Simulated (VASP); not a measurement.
# SiC (F-43m) in VASP: notebook

SiC is run at these levels: PBE; tasks: single point, relaxation of cell and atoms.

Program: VASP 6.6.1. These are calculated values, not measurements. Logs are shortened: lines on timing, memory, paths and dates and some standing lists are left out, and cuts for length are marked.

### Step 1. The cell of the first run

The structure is cubic, space group F-43m (No. 216). Conventional cell: a = 4.521 Å, b = 4.521 Å, c = 4.521 Å, α = 90.00°, β = 90.00°, γ = 90.00°. Within 2.6 Å of Si (site symmetry -43m) lie 4 C at 1.96 Å. C (site symmetry -43m) has 4 Si at 1.96 Å within 2.6 Å.

### Step 2. Single point, PBE (volume scaled by 1.10)

File INCAR:

```
SYSTEM = SiC
PREC = Accurate
ENCUT = 520
EDIFF = 1E-6
ISMEAR = 0
SIGMA = 0.02
LREAL = .False.
LASPH = .True.
NELM = 100
ALGO = Normal
ISIF = 2
LWAVE = .False.
LCHARG = .False.
GGA = PE
NBANDS = 11
```

File KPOINTS:

```
Automatic mesh
0
Gamma
  10 10 10
  0 0 0
```

File POSCAR:

```
SiC
1.0
    0.0000000000      2.2604452502      2.2604452502
    2.2604452502      0.0000000000      2.2604452502
    2.2604452502      2.2604452502      0.0000000000
Si C
1 1
Direct
    0.7500000000      0.7500000000      0.7500000000
    0.0000000000      0.0000000000      0.0000000000
```

Potentials or basis: VASP PAW PBE potentials, release 64 (Si, C).

Command:

```
$ cat potpaw_PBE.64/Si/POTCAR potpaw_PBE.64/C/POTCAR > POTCAR
$ mpirun -np 1 vasp_std > vasp.out
```

OUTCAR:

```text
SYSTEM = SiC
   PREC = Accurate
   ENCUT = 520
   EDIFF = 1E-6
   ISMEAR = 0
   LREAL = .False.
   LASPH = .True.
   NELM = 100
   ISIF = 2
   GGA = PE

 ion  position               nearest neighbor table
   1  0.750  0.750  0.750-   2 1.96   2 1.96   2 1.96   2 1.96
   2  0.000  0.000  0.000-   1 1.96   1 1.96   1 1.96   1 1.96

  LATTYP: Found a face centered cubic cell.
 ALAT       =     4.5208905004

  Lattice vectors:

 A1 = (   0.0000000000,   2.2604452502,   2.2604452502)
 A2 = (   2.2604452502,   0.0000000000,   2.2604452502)
 A3 = (   2.2604452502,   2.2604452502,   0.0000000000)

Analysis of symmetry for initial positions (statically):
=====================================================================
 Subroutine PRICEL returns:
 Original cell was already a primitive cell.

 Routine SETGRP: Setting up the symmetry group for a
 face centered cubic supercell.

 Subroutine GETGRP returns: Found 24 space group operations
 (whereof 24 operations were pure point group operations)
 out of a pool of 48 trial point group operations.

The static configuration has the point symmetry T_d .

Analysis of symmetry for dynamics (positions and initial velocities):
=====================================================================
 Subroutine PRICEL returns:
 Original cell was already a primitive cell.

 Routine SETGRP: Setting up the symmetry group for a
 face centered cubic supercell.

 Subroutine GETGRP returns: Found 24 space group operations
 (whereof 24 operations were pure point group operations)
 out of a pool of 48 trial point group operations.

The dynamic configuration has the point symmetry T_d .

 Subroutine INISYM returns: Found 24 space group operations
 (whereof 24 operations are pure point group operations),
 and found     1 'primitive' translations

----------------------------------------------------------------------------------------

                                     Primitive cell

  volume of cell :      23.1000

  direct lattice vectors                    reciprocal lattice vectors
     0.000000000  2.260445250  2.260445250    -0.221195360  0.221195360  0.221195360
     2.260445250  0.000000000  2.260445250     0.221195360 -0.221195360  0.221195360
     2.260445250  2.260445250  0.000000000     0.221195360  0.221195360 -0.221195360

  length of vectors
     3.196752330  3.196752330  3.196752330     0.383121601  0.383121601  0.383121601

  position of ions in fractional coordinates (direct lattice)
     0.750000000  0.750000000  0.750000000
     0.000000000  0.000000000  0.000000000

  ion indices of the primitive-cell ions
   primitive index   ion index
                 1           1
                 2           2

----------------------------------------------------------------------------------------

 KPOINTS: Automatic mesh

Automatic generation of k-mesh.
 Grid dimensions read from file:
 generate k-points for:   10   10   10

 Generating k-lattice:

  Cartesian coordinates                     Fractional coordinates (reciprocal lattice)
    -0.022119536  0.022119536  0.022119536     0.100000000  0.000000000  0.000000000
     0.022119536 -0.022119536  0.022119536     0.000000000  0.100000000  0.000000000
     0.022119536  0.022119536 -0.022119536     0.000000000  0.000000000  0.100000000

  Length of vectors
     0.038312160  0.038312160  0.038312160

  Shift w.r.t. Gamma in fractional coordinates (k-lattice)
     0.000000000  0.000000000  0.000000000

 Subroutine IBZKPT returns following result:
 ===========================================

 Found     47 irreducible k-points:

 Following reciprocal coordinates:
            Coordinates               Weight
  0.000000  0.000000  0.000000      1.000000
  0.100000  0.000000  0.000000      8.000000
  0.200000  0.000000  0.000000      8.000000
  0.300000  0.000000  0.000000      8.000000
  0.400000  0.000000  0.000000      8.000000
  0.500000  0.000000  0.000000      4.000000
[... 16 lines left out ...]
  0.300000  0.300000  0.000000      6.000000
  0.400000  0.300000  0.000000     24.000000
 [... further k-points ...]
   k-points           NKPTS =     47   k-points in BZ     NKDIM =     47   number of bands    NBANDS=     11
   number of dos      NEDOS =    301   number of ions     NIONS =      2
   total plane-waves  NPLWV =  13824
   dimension x,y,z NGX =    24 NGY =   24 NGZ =   24
   dimension x,y,z NGXF=    48 NGYF=   48 NGZF=   48
   ions per type =               1   1
   NGX,Y,Z   is equivalent  to a cutoff of  12.48, 12.48, 12.48 a.u.
   NGXF,Y,Z  is equivalent  to a cutoff of  24.96, 24.96, 24.96 a.u.
 SYSTEM =  SiC
   PREC   = accura    normal or accurate (medium, high low for compatibility)
   ISTART =      0    job   : 0-new  1-cont  2-samecut
   ICHARG =      2    charge: 1-file 2-atom 10-const
   ISPIN  =      1    spin polarized calculation?
   LNONCOLLINEAR =      F non collinear calculations
   LSORBIT =      F    spin-orbit coupling
   LASPH  =      T    aspherical Exc in radial PAW
   ENCUT  =  520.0 eV  38.22 Ry    6.18 a.u.   5.94  5.94  5.94*2*pi/ulx,y,z
   NELM   =    100;   NELMIN=  2; NELMDL= -5     # of ELM steps
   EDIFF  = 0.1E-05   stopping-criterion for ELM
   LREAL  =      F    real-space projection
   EDIFFG = 0.1E-04   stopping-criterion for IOM
   NSW    =      0    number of steps for IOM
   IBRION =     -1    ionic relax: 0-MD 1-quasi-New 2-CG
   NFREE  =      0    steps in history (QN), initial steepest desc. (CG)
   ISIF   =      2    stress and relaxation
   ISYM   =      2    0-nonsym 1-usesym 2-fastsym
   POTIM  = 0.5000    time-step for ionic-motion
   TEBEG  =    0.0;   TEEND  =   0.0 temperature during run
   PSTRESS=    0.0 pullay stress
   NELECT =       8.0000    total number of electrons
   NUPDOWN=      -1.0000    fix difference up-down
   EMIN   =  10.00;   EMAX   =-10.00  energy-range for DOS
   EFERMI =   0.00;   METHOD = LEGACY
   ISMEAR =     0;   SIGMA  =   0.02  broadening in eV -4-tet -1-fermi 0-gaus
   EFERMI_NEDOS =   21; number of points for ismear=-14 and -15
   IALGO  =     38    algorithm
   IMIX   =      4    mixing-type and parameters
     AMIX     =   0.40;   BMIX     =  1.00
     AMIX_MAG =   1.60;   BMIX_MAG =  1.00
  volume/ion in A,a.u.               =      11.55        77.94
  Fermi-wavevector in a.u.,A,eV,Ry     =   1.149655  2.172533 17.982908  1.321706
  Thomas-Fermi vector in A             =   2.286323
   LORBIT       =      0    0 simple, 1 ext, 2 COOP (PROOUT), +10 PAW based schemes
   GGA     = PE    functional components
   LHFCALC =     F    Hartree Fock is set to
   AEXX    =    0.0000 exact exchange contribution
   IVDW    =     0    specifies the selected vdW correction
   LEPSILON=     F    determine dielectric tensor
   LRPA    =     F    only Hartree local field effects (RPA)
 non-spin polarized calculation
 Gauss-broadening in eV      SIGMA  =   0.02
  energy-cutoff  :      520.00
  volume of cell :       23.10
 maximum number of plane-waves:       636
   NGX = 11   NGY = 11   NGZ = 11

 number of electron       7.9999999 magnetization

 Free energy of the ion-electron system (eV)
  ---------------------------------------------------
  ext. energy  EPLUGINS =         0.00000000
  ---------------------------------------------------
  free energy    TOTEN  =       -14.94236451 eV

  energy without entropy =      -14.94236451  energy(sigma->0) =      -14.94236451

 E-fermi :   7.0204     XC(G=0): -10.8815

 val. band max:        6.9179145472   @ k =   0.0000   0.0000   0.0000
 cond. band min:       8.3676565673   @ k =   0.5000   0.5000   0.0000
 fundamental gap:      1.4497420201
 Fermi energy:         7.0204467127

 k-point     1 :       0.0000    0.0000    0.0000
  band No.  band energies     occupation
      1      -7.6478      2.00000
      2       6.9179      2.00000
      3       6.9179      2.00000
      4       6.9179      2.00000
      5      11.8753      0.00000
      6      13.5019      0.00000
      7      13.5019      0.00000
      8      13.5019      0.00000
      9      20.8032      0.00000
     10      20.8032      0.00000
     11      21.7649      0.00000

 k-point     2 :       0.1000    0.0000    0.0000
  band No.  band energies     occupation
      1      -7.4691      2.00000
      2       5.9165      2.00000
      3       6.7876      2.00000
      4       6.7876      2.00000
      5      12.2651      0.00000
      6      13.6690      0.00000
      7      13.7295      0.00000
      8      13.7295      0.00000
      9      19.9459      0.00000
     10      19.9459      0.00000
     11      22.1392      0.00000

 k-point     3 :       0.2000    0.0000    0.0000
  band No.  band energies     occupation
      1      -6.9422      2.00000
      2       3.8969      2.00000
      3       6.4892      2.00000
      4       6.4892      2.00000
      5      12.1438      0.00000
      6      14.1057      0.00000
      7      14.1057      0.00000
      8      14.7263      0.00000
      9      19.3115      0.00000
     10      19.3115      0.00000
     11      21.4500      0.00000

 k-point     4 :       0.3000    0.0000    0.0000
  band No.  band energies     occupation
      1      -6.1048      2.00000
      2       1.7447      2.00000
      3       6.1823      2.00000
      4       6.1823      2.00000
      5      11.7553      0.00000
      6      14.0987      0.00000
      7      14.0987      0.00000
      8      15.8067      0.00000
      9      19.9619      0.00000
     10      19.9619      0.00000
     11      21.0517      0.00000
[... 239 lines left out ...]
 k-point    22 :      -0.2000    0.2000    0.0000
  band No.  band energies     occupation
      1      -5.8220      2.00000
      2       2.2732      2.00000
      3       3.9140      2.00000
      4       6.2749      2.00000
      5      12.8698      0.00000
      6      14.0332      0.00000
      7      14.5949      0.00000
      8      15.2300      0.00000
      9      18.0229      0.00000
     10      21.2881      0.00000
     11      24.7160      0.00000

 k-point    23 :       0.3000    0.3000    0.0000
  band No.  band energies     occupation
      1      -5.5749      2.00000
      2       2.5816      2.00000
      3       4.7127      2.00000
      4       4.7127      2.00000
      5       9.9066      0.00000
      6      12.1023      0.00000
      7      17.4095      0.00000
      8      17.4095      0.00000
      9      18.1299      0.00000
     10      23.1863      0.00000
     11      26.8232      0.00000

 k-point    24 :       0.4000    0.3000    0.0000
  band No.  band energies     occupation
      1      -4.7905      2.00000
      2       1.4506      2.00000
      3       3.9872      2.00000
      4       4.4668      2.00000
      5       9.6974      0.00000
      6      12.0904      0.00000
      7      17.4111      0.00000
      8      17.8331      0.00000
      9      19.4573      0.00000
     10      24.0169      0.00000
     11      26.4455      0.00000

 [... further k-points ...]

------------------------ aborting loop because EDIFF is reached ----------------------------------------

  FORCE on cell =-STRESS in cart. coord.  units (eV):
  Direction    XX          YY          ZZ          XY          YZ          ZX
  --------------------------------------------------------------------------------------
  -------------------------------------------------------------------------------------
  Total       -2.4163818     -2.4163818     -2.4163818     -0.0000000     -0.0000000      0.0000000
  in kB     -167.5961985   -167.5961985   -167.5961985     -0.0000000     -0.0000000      0.0000000
  external PRESSURE =    -167.5961985 kB  Pullay stress =       0.0000000 kB

 VOLUME and BASIS-vectors are now :
 -----------------------------------------------------------------------------
  energy-cutoff  :      520.00
  volume of cell :       23.10
      direct lattice vectors                 reciprocal lattice vectors
     0.000000000  2.260445250  2.260445250    -0.221195360  0.221195360  0.221195360
     2.260445250  0.000000000  2.260445250     0.221195360 -0.221195360  0.221195360
     2.260445250  2.260445250  0.000000000     0.221195360  0.221195360 -0.221195360

 POSITION                                       TOTAL-FORCE (eV/Angst)
 -----------------------------------------------------------------------------------
      3.39067      3.39067      3.39067        -0.000000     -0.000000      0.000000
      0.00000      0.00000      0.00000         0.000000      0.000000     -0.000000
 -----------------------------------------------------------------------------------
    total drift:                                0.000000      0.000000      0.000000

  FREE ENERGIE OF THE ION-ELECTRON SYSTEM (eV)
  ---------------------------------------------------
  free  energy   TOTEN  =       -14.9423645100 eV

  energy  without entropy=      -14.9423645100  energy(sigma->0) =      -14.94236451
```

Wall time 11 s (1 thread of Intel Xeon 8259CL, shared host); peak memory 0.14 GiB.

What came out:

```
Free energy            : -14.9424 eV
Pressure               : -16.8 GPa
Band gap on the k mesh : 1.45 eV, indirect (least direct gap 4.42 eV)
```

Levels at points of the mesh, in eV from the valence-band top:
```tsv
k point	band 1	band 2	band 3	band 4	band 5	band 6	band 7	band 8
(0.00, 0.00, 0.00)	-14.57	0.00	0.00	0.00	4.96	6.58	6.58	6.58
(0.50, 0.00, 0.00)	-11.39	-7.96	-1.02	-1.02	4.47	6.79	6.79	9.45
(0.50, 0.50, 0.00)	-10.05	-7.47	-2.97	-2.97	1.45	3.95	12.78	12.78
```

Caveat: the cell differs from its parent crystal (volume scaled by 1.10).

### Step 3. Single point, PBE

This run uses another cell than the first one: it holds 4 atoms, not 2.

File INCAR:

```
PREC = Accurate
ENCUT = 520
EDIFF = 1E-6
ISMEAR = 0
SIGMA = 0.1
LREAL = F
LASPH = T
NELM = 80
ALGO = Normal
ISIF = 2
LWAVE = F
LCHARG = T
GGA = PE
LELF = T
LVHAR = T
NBANDS = 16
```

File KPOINTS:

```
regular mesh
0
Gamma
  6 6 6
```

File POSCAR:

```
SiC
1.0
    0.0000000000      2.1897595588      2.1897595588
    2.1897595588      2.1897595588      0.0000000000
   -2.1897595588      4.3795191176     -2.1897595588
Si C
2 2
Direct
    0.1250000000      0.1250000000      0.6250000000
    0.6250000000      0.6250000000      0.1250000000
    0.0000000000      0.0000000000      0.0000000000
    0.5000000000      0.5000000000      0.5000000000
```

Potentials or basis: VASP PAW PBE potentials, release 64 (Si, C).

Command:

```
$ cat potpaw_PBE.64/Si/POTCAR potpaw_PBE.64/C/POTCAR > POTCAR
$ mpirun -np 1 vasp_std > vasp.out
```

Wall time 25 s (1 thread of Intel Xeon 8259CL, shared host); peak memory 0.16 GiB.

Results (log left out):

| Item | Value |
| --- | --- |
| Free energy | -30.1113 eV |
| Pressure | 0.0 GPa |
| Band gap on the k mesh | 1.37 eV |

Levels at points of the mesh, in eV from the valence-band top:
```
           k point  band 6  band 7  band 8  band 9  band 10  band 11
(0.00, 0.00, 0.00)    0.00    0.00    0.00    5.30     6.06     7.16
(0.50, 0.00, 0.00)   -3.92   -2.29   -2.29    3.70     3.70     7.88
(0.50, 0.50, 0.00)   -3.16   -1.05   -1.05    1.37     4.27     5.30
(0.00, 0.00, 0.50)   -0.60   -0.60   -0.60    5.86     5.86     7.81
```

A k mesh can miss the band edges.

### Step 4. Relaxation of cell and atoms, PBE

This run uses another cell than the first one, of 10.50 Å³/atom, 0.909 times its volume.

File INCAR:

```
SYSTEM = SiC
PREC     = Accurate       ! precision mode
ENCUT    = 600            ! plane-wave cutoff, eV
EDIFF    = 1E-6           ! SCF threshold, eV
ISMEAR   = 0              ! smearing method
SIGMA    = 0.02           ! smearing width, eV
LREAL    = .FALSE.        ! projectors in reciprocal space
LASPH    = .TRUE.         ! aspherical terms in the spheres
NELM     = 80             ! most SCF steps
ALGO     = Normal         ! electronic algorithm
ISIF     = 3              ! what is computed and relaxed
LWAVE    = .FALSE.        ! write WAVECAR
LCHARG   = .FALSE.        ! write CHGCAR
GGA      = PE             ! functional
IBRION   = 2              ! ionic algorithm
NSW      = 100            ! ionic steps
EDIFFG   = -0.01          ! ionic threshold
```

File KPOINTS:

```
regular mesh
0
G
  10 10 10
  0 0 0
```

File POSCAR:

```
SiC
1.0
    0.0000000000      2.1897595588      2.1897595588
    2.1897595588      0.0000000000      2.1897595588
    2.1897595588      2.1897595588      0.0000000000
Si C
1 1
Direct
    0.7500000000      0.7500000000      0.7500000000
    0.0000000000      0.0000000000      0.0000000000
```

Command:

```
$ cat potpaw_PBE.64/Si/POTCAR potpaw_PBE.64/C/POTCAR > POTCAR
$ mpirun -np 1 vasp_std > vasp.out
```

It took 20 s on 1 thread of Intel Xeon 8259CL, shared host; peak memory 0.15 GiB.

It converged, with:

| Item | Value |
| --- | --- |
| Free energy | -15.0622 eV |
| Pressure after relaxing | -0.1 GPa |
| Band gap on the k mesh | 1.37 eV, indirect (least direct gap 4.53 eV) |

Final structure:
```cif
data_structure
_symmetry_space_group_name_H-M 'P 1'
_symmetry_Int_Tables_number 1
_cell_length_a 3.0968
_cell_length_b 3.0968
_cell_length_c 3.0968
_cell_angle_alpha 60.000
_cell_angle_beta 60.000
_cell_angle_gamma 60.000
_cell_volume 21.00
loop_
_atom_site_label
_atom_site_type_symbol
_atom_site_fract_x
_atom_site_fract_y
_atom_site_fract_z
_atom_site_occupancy
Si1 Si 0.75000 0.75000 0.75000 1
C1 C 0.00000 0.00000 0.00000 1
```

Levels at points of the mesh, in eV from the valence-band top:
| k point | band 1 | band 2 | band 3 | band 4 | band 5 | band 6 | band 7 | band 8 |
| --- | --- | --- | --- | --- | --- | --- | --- | --- |
| (0.00, 0.00, 0.00) | -15.29 | 0.00 | 0.00 | 0.00 | 6.06 | 7.21 | 7.21 | 7.21 |
| (0.50, 0.00, 0.00) | -11.78 | -8.45 | -1.05 | -1.05 | 5.30 | 7.17 | 7.17 | 9.97 |
| (0.50, 0.50, 0.00) | -10.34 | -7.75 | -3.16 | -3.16 | 1.37 | 4.27 | 13.86 | 13.86 |

Caveat: the relaxation stopped at its first step, so nothing moved. A k mesh can miss the band edges.

### Step 5. Summary

```tsv
task	cell	k mesh	cutoff (eV)	smearing	gap on the mesh (eV)	pressure (GPa)
single point	a = 3.197 Å, angles 60.0°, 2 atoms	10 × 10 × 10	520	gaussian 0.02 eV	1.45	-16.8
single point	a = 3.097, b = 3.097, c = 5.364 Å, angles 73.2, 73.2, 60.0°, 4 atoms	6 × 6 × 6	520	gaussian 0.1 eV	1.37	0.0
relaxation of cell and atoms	relaxed from a = 3.097 Å, angles 60.0°, 2 atoms	10 × 10 × 10	600	gaussian 0.02 eV	1.37	-0.1
```

Alike in all rows: level PBE; potentials or basis VASP PAW PBE potentials, release 64 (Si, C); no spin polarisation.

Caveats: the relaxation stopped at its first step, so nothing moved (some runs).

Total energies depend on the potentials used, so only differences within one code and one set of settings carry meaning.
